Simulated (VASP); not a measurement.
# SiC (F-43m) in VASP: single point with LDA

Aim: the single point of SiC with LDA.

Everything below comes from runs of VASP 6.6.1. Logs are shortened: lines on timing, memory, paths and dates and some standing lists are left out, and cuts for length are marked.

**Experimental background.**

“Insight into the structural, elastic and electronic properties of a new orthorhombic 6O-SiC polytype”, 2020, pmc:7200658 quotes, for a bulk crystal of SiC: band gap 2.4 eV (indirect).

The results are compared with them further down.

## (1) The cell of the first run

It takes space group F-43m (No. 216, cubic). Conventional cell: a = 4.329 Å, b = 4.329 Å, c = 4.329 Å, α = 90.00°, β = 90.00°, γ = 90.00°. Within 2.5 Å of Si (site symmetry -43m) lie 4 C at 1.87 Å. Within 2.5 Å of C (site symmetry -43m) lie 4 Si at 1.87 Å.

## (2) Single point, LDA

The input, INCAR:

```
ALGO = Normal
EDIFF = 1E-6
ENCUT = 600
GGA_COMPAT = F
ISIF = 2
ISMEAR = 0
LASPH = T
LCHARG = T
LELF = T
LREAL = F
LVHAR = T
LWAVE = F
NBANDS = 11
NELM = 120
PREC = Accurate
SIGMA = 0.02
```

The input, KPOINTS:

```
k-points
0
Gamma
  10 10 10
```

The input, POSCAR:

```
SiC
1.0
    0.0000000000      2.1644841260      2.1644841260
    2.1644841260      0.0000000000      2.1644841260
    2.1644841260      2.1644841260      0.0000000000
Si C
1 1
Direct
    0.0000000000      0.0000000000      0.0000000000
    0.2500000000      0.2500000000      0.2500000000
```

Potentials or basis: VASP PAW LDA potentials, release 64 (Si, C).

On the command line:

```sh
> cat potpaw_LDA.64/Si/POTCAR potpaw_LDA.64/C/POTCAR > POTCAR
> mpirun -np 1 vasp_std > vasp.out
```

OUTCAR:

```text
EDIFF = 1E-6
   ENCUT = 600
   ISIF = 2
   ISMEAR = 0
   LASPH = T
   LREAL = F
   NELM = 120
   PREC = Accurate

 ion  position               nearest neighbor table
   1  0.000  0.000  0.000-   2 1.87   2 1.87   2 1.87   2 1.87
   2  0.250  0.250  0.250-   1 1.87   1 1.87   1 1.87   1 1.87

  LATTYP: Found a face centered cubic cell.
 ALAT       =     4.3289682520

  Lattice vectors:

 A1 = (   0.0000000000,   2.1644841260,   2.1644841260)
 A2 = (   2.1644841260,   0.0000000000,   2.1644841260)
 A3 = (   2.1644841260,   2.1644841260,   0.0000000000)

Analysis of symmetry for initial positions (statically):
=====================================================================
 Subroutine PRICEL returns:
 Original cell was already a primitive cell.

 Routine SETGRP: Setting up the symmetry group for a
 face centered cubic supercell.

 Subroutine GETGRP returns: Found 24 space group operations
 (whereof 24 operations were pure point group operations)
 out of a pool of 48 trial point group operations.

The static configuration has the point symmetry T_d .

Analysis of symmetry for dynamics (positions and initial velocities):
=====================================================================
 Subroutine PRICEL returns:
 Original cell was already a primitive cell.

 Routine SETGRP: Setting up the symmetry group for a
 face centered cubic supercell.

 Subroutine GETGRP returns: Found 24 space group operations
 (whereof 24 operations were pure point group operations)
 out of a pool of 48 trial point group operations.

The dynamic configuration has the point symmetry T_d .

 Subroutine INISYM returns: Found 24 space group operations
 (whereof 24 operations are pure point group operations),
 and found     1 'primitive' translations

----------------------------------------------------------------------------------------

                                     Primitive cell

  volume of cell :      20.2812

  direct lattice vectors                    reciprocal lattice vectors
     0.000000000  2.164484126  2.164484126    -0.231001925  0.231001925  0.231001925
     2.164484126  0.000000000  2.164484126     0.231001925 -0.231001925  0.231001925
     2.164484126  2.164484126  0.000000000     0.231001925  0.231001925 -0.231001925

  length of vectors
     3.061042807  3.061042807  3.061042807     0.400107071  0.400107071  0.400107071

  position of ions in fractional coordinates (direct lattice)
     0.000000000  0.000000000  0.000000000
     0.250000000  0.250000000  0.250000000

  ion indices of the primitive-cell ions
   primitive index   ion index
                 1           1
                 2           2

----------------------------------------------------------------------------------------

 KPOINTS: k-points

Automatic generation of k-mesh.
 Grid dimensions read from file:
 generate k-points for:   10   10   10

 Generating k-lattice:

  Cartesian coordinates                     Fractional coordinates (reciprocal lattice)
    -0.023100193  0.023100193  0.023100193     0.100000000  0.000000000  0.000000000
     0.023100193 -0.023100193  0.023100193     0.000000000  0.100000000  0.000000000
     0.023100193  0.023100193 -0.023100193     0.000000000  0.000000000  0.100000000

  Length of vectors
     0.040010707  0.040010707  0.040010707

  Shift w.r.t. Gamma in fractional coordinates (k-lattice)
     0.000000000  0.000000000  0.000000000

 Subroutine IBZKPT returns following result:
 ===========================================

 Found     47 irreducible k-points:

 Following reciprocal coordinates:
            Coordinates               Weight
  0.000000  0.000000  0.000000      1.000000
  0.100000  0.000000  0.000000      8.000000
  0.200000  0.000000  0.000000      8.000000
  0.300000  0.000000  0.000000      8.000000
  0.400000  0.000000  0.000000      8.000000
  0.500000  0.000000  0.000000      4.000000
[... 16 lines left out ...]
  0.300000  0.300000  0.000000      6.000000
  0.400000  0.300000  0.000000     24.000000
 [... further k-points ...]
   k-points           NKPTS =     47   k-points in BZ     NKDIM =     47   number of bands    NBANDS=     11
   number of dos      NEDOS =    301   number of ions     NIONS =      2
   total plane-waves  NPLWV =  13824
   dimension x,y,z NGX =    24 NGY =   24 NGZ =   24
   dimension x,y,z NGXF=    48 NGYF=   48 NGZF=   48
   ions per type =               1   1
   NGX,Y,Z   is equivalent  to a cutoff of  13.03, 13.03, 13.03 a.u.
   NGXF,Y,Z  is equivalent  to a cutoff of  26.07, 26.07, 26.07 a.u.
 SYSTEM =  unknown system
   PREC   = accura    normal or accurate (medium, high low for compatibility)
   ISTART =      0    job   : 0-new  1-cont  2-samecut
   ICHARG =      2    charge: 1-file 2-atom 10-const
   ISPIN  =      1    spin polarized calculation?
   LNONCOLLINEAR =      F non collinear calculations
   LSORBIT =      F    spin-orbit coupling
   LASPH  =      T    aspherical Exc in radial PAW
   ENCUT  =  600.0 eV  44.10 Ry    6.64 a.u.   6.11  6.11  6.11*2*pi/ulx,y,z
   NELM   =    120;   NELMIN=  2; NELMDL= -5     # of ELM steps
   EDIFF  = 0.1E-05   stopping-criterion for ELM
   LREAL  =      F    real-space projection
   EDIFFG = 0.1E-04   stopping-criterion for IOM
   NSW    =      0    number of steps for IOM
   IBRION =     -1    ionic relax: 0-MD 1-quasi-New 2-CG
   NFREE  =      0    steps in history (QN), initial steepest desc. (CG)
   ISIF   =      2    stress and relaxation
   ISYM   =      2    0-nonsym 1-usesym 2-fastsym
   POTIM  = 0.5000    time-step for ionic-motion
   TEBEG  =    0.0;   TEEND  =   0.0 temperature during run
   PSTRESS=    0.0 pullay stress
   NELECT =       8.0000    total number of electrons
   NUPDOWN=      -1.0000    fix difference up-down
   EMIN   =  10.00;   EMAX   =-10.00  energy-range for DOS
   EFERMI =   0.00;   METHOD = LEGACY
   ISMEAR =     0;   SIGMA  =   0.02  broadening in eV -4-tet -1-fermi 0-gaus
   EFERMI_NEDOS =   21; number of points for ismear=-14 and -15
   IALGO  =     38    algorithm
   IMIX   =      4    mixing-type and parameters
     AMIX     =   0.40;   BMIX     =  1.00
     AMIX_MAG =   1.60;   BMIX_MAG =  1.00
  volume/ion in A,a.u.               =      10.14        68.43
  Fermi-wavevector in a.u.,A,eV,Ry     =   1.200624  2.268851 19.612777  1.441498
  Thomas-Fermi vector in A             =   2.336455
   LORBIT       =      0    0 simple, 1 ext, 2 COOP (PROOUT), +10 PAW based schemes
   GGA     = CA    functional components
   LHFCALC =     F    Hartree Fock is set to
   AEXX    =    0.0000 exact exchange contribution
   IVDW    =     0    specifies the selected vdW correction
   LEPSILON=     F    determine dielectric tensor
   LRPA    =     F    only Hartree local field effects (RPA)
 non-spin polarized calculation
 Gauss-broadening in eV      SIGMA  =   0.02
  energy-cutoff  :      600.00
  volume of cell :       20.28
 maximum number of plane-waves:       700
   NGX = 13   NGY = 13   NGZ = 13

 number of electron       8.0000000 magnetization

 Free energy of the ion-electron system (eV)
  ---------------------------------------------------
  ext. energy  EPLUGINS =         0.00000000
  ---------------------------------------------------
  free energy    TOTEN  =       -16.64463007 eV

  energy without entropy =      -16.64463007  energy(sigma->0) =      -16.64463007

 E-fermi :   8.3870     XC(G=0): -11.6421

 val. band max:        8.2905440443   @ k =   0.0000   0.0000   0.0000
 cond. band min:       9.5783191649   @ k =   0.5000   0.5000   0.0000
 fundamental gap:      1.2877751206
 Fermi energy:         8.3869678823

 k-point     1 :       0.0000    0.0000    0.0000
  band No.  band energies     occupation
      1      -7.1826      2.00000
      2       8.2905      2.00000
      3       8.2905      2.00000
      4       8.2905      2.00000
      5      14.8188      0.00000
      6      15.6217      0.00000
      7      15.6217      0.00000
      8      15.6217      0.00000
      9      22.8675      0.00000
     10      22.8675      0.00000
     11      24.7746      0.00000

 k-point     2 :       0.1000    0.0000    0.0000
  band No.  band energies     occupation
      1      -6.9835      2.00000
      2       7.2895      2.00000
      3       8.1555      2.00000
      4       8.1555      2.00000
      5      14.9889      0.00000
      6      15.8667      0.00000
      7      15.8667      0.00000
      8      15.9595      0.00000
      9      21.8891      0.00000
     10      21.8891      0.00000
     11      24.5294      0.00000

 k-point     3 :       0.2000    0.0000    0.0000
  band No.  band energies     occupation
      1      -6.3942      2.00000
      2       5.1613      2.00000
      3       7.8461      2.00000
      4       7.8461      2.00000
      5      14.6293      0.00000
      6      16.2223      0.00000
      7      16.2223      0.00000
      8      17.1801      0.00000
      9      21.2112      0.00000
     10      21.2112      0.00000
     11      23.6642      0.00000

 k-point     4 :       0.3000    0.0000    0.0000
  band No.  band energies     occupation
      1      -5.4480      2.00000
      2       2.8194      2.00000
      3       7.5282      2.00000
      4       7.5282      2.00000
      5      14.2173      0.00000
      6      16.0666      0.00000
      7      16.0666      0.00000
      8      18.0920      0.00000
      9      22.0440      0.00000
     10      22.0440      0.00000
     11      23.4252      0.00000
[... 239 lines left out ...]
 k-point    22 :      -0.2000    0.2000    0.0000
  band No.  band energies     occupation
      1      -5.1312      2.00000
      2       3.4983      2.00000
      3       5.0159      2.00000
      4       7.6411      2.00000
      5      14.8545      0.00000
      6      16.4070      0.00000
      7      16.6834      0.00000
      8      17.5028      0.00000
      9      19.8250      0.00000
     10      23.7098      0.00000
     11      27.5525      0.00000

 k-point    23 :       0.3000    0.3000    0.0000
  band No.  band energies     occupation
      1      -4.8613      2.00000
      2       3.9794      2.00000
      3       5.8920      2.00000
      4       5.8920      2.00000
      5      11.4166      0.00000
      6      13.8634      0.00000
      7      19.8658      0.00000
      8      19.8658      0.00000
      9      20.8211      0.00000
     10      25.4664      0.00000
     11      30.0669      0.00000

 k-point    24 :       0.4000    0.3000    0.0000
  band No.  band energies     occupation
      1      -3.9671      2.00000
      2       2.7335      2.00000
      3       5.0849      2.00000
      4       5.6265      2.00000
      5      11.1094      0.00000
      6      13.8760      0.00000
      7      19.9892      0.00000
      8      20.2580      0.00000
      9      22.1106      0.00000
     10      26.4381      0.00000
     11      29.7130      0.00000

 [... further k-points ...]

------------------------ aborting loop because EDIFF is reached ----------------------------------------

  FORCE on cell =-STRESS in cart. coord.  units (eV):
  Direction    XX          YY          ZZ          XY          YZ          ZX
  --------------------------------------------------------------------------------------
  -------------------------------------------------------------------------------------
  Total        0.0331011      0.0331011      0.0331011     -0.0000000      0.0000000      0.0000000
  in kB        2.6149308      2.6149308      2.6149308     -0.0000000      0.0000000      0.0000000
  external PRESSURE =       2.6149308 kB  Pullay stress =       0.0000000 kB

 VOLUME and BASIS-vectors are now :
 -----------------------------------------------------------------------------
  energy-cutoff  :      600.00
  volume of cell :       20.28
      direct lattice vectors                 reciprocal lattice vectors
     0.000000000  2.164484126  2.164484126    -0.231001925  0.231001925  0.231001925
     2.164484126  0.000000000  2.164484126     0.231001925 -0.231001925  0.231001925
     2.164484126  2.164484126  0.000000000     0.231001925  0.231001925 -0.231001925

 POSITION                                       TOTAL-FORCE (eV/Angst)
 -----------------------------------------------------------------------------------
      0.00000      0.00000      0.00000        -0.000000     -0.000000     -0.000000
      1.08224      1.08224      1.08224         0.000000      0.000000      0.000000
 -----------------------------------------------------------------------------------
    total drift:                                0.000000      0.000000      0.000000

  FREE ENERGIE OF THE ION-ELECTRON SYSTEM (eV)
  ---------------------------------------------------
  free  energy   TOTEN  =       -16.6446300662 eV

  energy  without entropy=      -16.6446300662  energy(sigma->0) =      -16.64463007
```

It took 5.5 s on 1 thread of Intel Xeon Platinum 8259CL at 2.50GHz (Skylake/Cascade Lake), shared host; peak memory 0.13 GiB.

What came out:

```yaml
Free_energy: -16.6446 eV
Pressure: 0.3 GPa
Band_gap_on_the_k_mesh: 1.29 eV (least direct gap 4.52 eV)
```

## (3) How close it comes

Step 2. Against the measured gap of SiC, 2.4 eV (indirect; quoted in “Insight into the structural, elastic and electronic properties of a new orthorhombic 6O-SiC polytype”, 2020, pmc:7200658), the calculated 1.29 eV is off by -1.11 eV. The value is that of LDA on a finite k mesh, which can miss the band edges, without temperature or zero-point motion. Semilocal functionals fall short of measured gaps as a rule.
